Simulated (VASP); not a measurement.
Here is a VASP 6.6.1 calculation.

The input INCAR:

```
PREC = Accurate
ENCUT = 520
EDIFF = 1E-6
ISMEAR = 0
SIGMA = 0.02
LREAL = False
LASPH = True
NELM = 100
ALGO = Normal
ISIF = 2
LWAVE = False
LCHARG = False
GGA = PS
NBANDS = 51
```

Contents of KPOINTS:

```
regular mesh
0
Gamma
  8 8 8
```

The input POSCAR:

```
SrTiO3
1.0
   -2.7435446935      2.7435446935      3.9043132969
    2.7435446935     -2.7435446935      3.9043132969
    2.7435446935      2.7435446935     -3.9043132969
Sr Ti O
2 2 6
Direct
    0.7500000000      0.2500000000      0.5000000000
    0.2500000000      0.7500000000      0.5000000000
    0.0000000000      0.0000000000      0.0000000000
    0.5000000000      0.5000000000      0.0000000000
    0.2500000000      0.2500000000      0.0000000000
    0.7500000000      0.7500000000      0.0000000000
    0.7253545272      0.2253545272      0.9507090543
    0.2253545272      0.2746454728      0.5000000000
    0.2746454728      0.7746454728      0.0492909457
    0.7746454728      0.7253545272      0.5000000000
```

Potentials or basis: VASP PAW PBE potentials, release 64 (Sr_sv, Ti_sv, O).

The run is started by

```bash
$ cat potpaw_PBE.64/Sr_sv/POTCAR potpaw_PBE.64/Ti_sv/POTCAR potpaw_PBE.64/O/POTCAR > POTCAR
$ mpirun -np 1 vasp_std > vasp.out
```

(1) What does it give for the largest force?

(2) What does it give for the pressure?

Results:

(1) 0.006 eV/Å.

(2) 0.7 GPa.

Caveat: the PAW data sets were made with another functional, which shifts forces and pressure a little.
